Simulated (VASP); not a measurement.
Li3MnH: single point with PBE

The system is Li3MnH.

```
CELL_PARAMETERS angstrom
4.05624 0.00000 0.00000
0.00000 4.05624 0.00000
0.00000 0.00000 4.05624
ATOMIC_POSITIONS crystal
Li 0.00000 0.50000 0.50000
Li 0.50000 0.00000 0.50000
Li 0.50000 0.50000 0.00000
Mn 0.00000 0.00000 0.00000
H 0.50000 0.50000 0.50000
```

The cell was built from a structure type or drawn by symmetry, and may not be a known phase.

```json
{
  "Program": "VASP 6.6.1",
  "Task": "single point",
  "Functional": "PBE",
  "Potentials or basis": "VASP PAW PBE potentials, release 64 (Li_sv, Mn_pv, H)",
  "Cutoff": "520 eV",
  "k mesh": "10 × 10 × 10",
  "Occupations": "gaussian, width 0.1 eV",
  "Spin": "collinear spin, ferromagnetic start",
  "Starting moments": "[0.0, 0.0, 0.0, 4.34, 0.0] μB"
}
```

- Net moment: 3.81 μB per cell
- Site moments: Li -0.02; Mn +3.94; H +0.02 μB
- Valence electrons inside the program's atomic spheres: Li 2.09; Mn 11.38; H 0.51

Levels at points of the mesh, in eV from the Fermi level:
Spin up:
```
           k point  band 10  band 11  band 12  band 13  band 14  band 15  band 16  band 17
(0.00, 0.00, 0.00)    -2.52    -2.52    -2.52    -0.85     1.53     1.53     1.53     6.82
(0.50, 0.00, 0.00)    -2.74    -2.66    -2.51    -2.00     1.68     3.98     3.98     4.35
(0.50, 0.50, 0.00)    -2.68    -2.36    -2.12    -1.38    -0.68    -0.68     5.67     6.55
(0.50, 0.50, 0.50)    -2.84    -2.11    -2.11    -0.14    -0.14    -0.14     0.62     4.35
```
Spin down:
```csv
k point,band 6,band 7,band 8,band 9,band 10,band 11,band 12,band 13,band 14,band 15
"(0.00, 0.00, 0.00)",-45.78,-5.78,-0.41,0.04,0.04,1.35,1.35,1.35,1.58,1.58
"(0.50, 0.00, 0.00)",-45.78,-4.75,-3.36,-0.06,0.58,0.58,1.16,1.39,1.77,4.27
"(0.50, 0.50, 0.00)",-45.79,-4.50,-2.03,-0.75,-0.75,0.87,0.87,1.12,1.18,1.26
"(0.50, 0.50, 0.50)",-45.79,-4.38,-0.21,-0.21,-0.21,0.29,0.29,0.29,1.21,1.21
```

Wall time 2.3 min on 1 thread of Intel(R) Xeon(R) Platinum 8488C (Sapphire Rapids), with other jobs on the host, peak memory 0.27 GiB.
